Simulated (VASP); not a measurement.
Runs of VASP 6.6.1 on Al2Ru. The structure is that of space group I4/mmm (No. 139), or close to it. The cells are those of the table. 

| spin | fixed moment (μB) | cell | further INCAR settings | gap on the mesh (eV) | pressure (GPa) | largest force (eV/Å) |
| --- | --- | --- | --- | --- | --- | --- |
| off | - | a = 5.079 Å, angles 141.6, 141.6, 55.4°, 3 atoms | ALGO = Fast; EDIFF = 1e-06; NBANDS = 17 | none | -25.9 | 0.56 |
| off | - | a = 4.843 Å, angles 141.6, 141.6, 55.4°, 3 atoms | ALGO = Fast; EDIFF = 1e-07; NBANDS = 17 | none | -12.6 | 0.24 |
| collinear, ferromagnetic start | 1.3125 | a = 4.437 Å, angles 141.6, 141.6, 55.4°, 3 atoms | ALGO = Fast; EDIFF = 1e-07; NBANDS = 21 | - | (a) | 0.68 |
| off | - | a = 4.964 Å, angles 141.6, 141.6, 55.4°, 3 atoms | ALGO = Fast; EDIFF = 1e-06; NBANDS = 17 | none | -20.9 | 0.42 |

Alike in all rows: task single point; level LDA; potentials or basis VASP PAW LDA potentials, release 64 (Al, Ru_pv); k mesh 20 × 20 × 20; cutoff (eV) 520; smearing gaussian 0.15 eV.

Question: Estimate the missing entries.

Answer: (a) 59.0.

Caveats: the cell stands under tension (at least some runs); the stress differs along the axes, from 54 to 61 GPa (at least some runs); the total moment is fixed, so each spin has its own Fermi level and the state may be an excited one (at least some runs).

A k mesh can miss the band edges, and the runs leave out spin-orbit coupling on Ru.

A gap of «none» marks levels without a gap at the run's occupations.
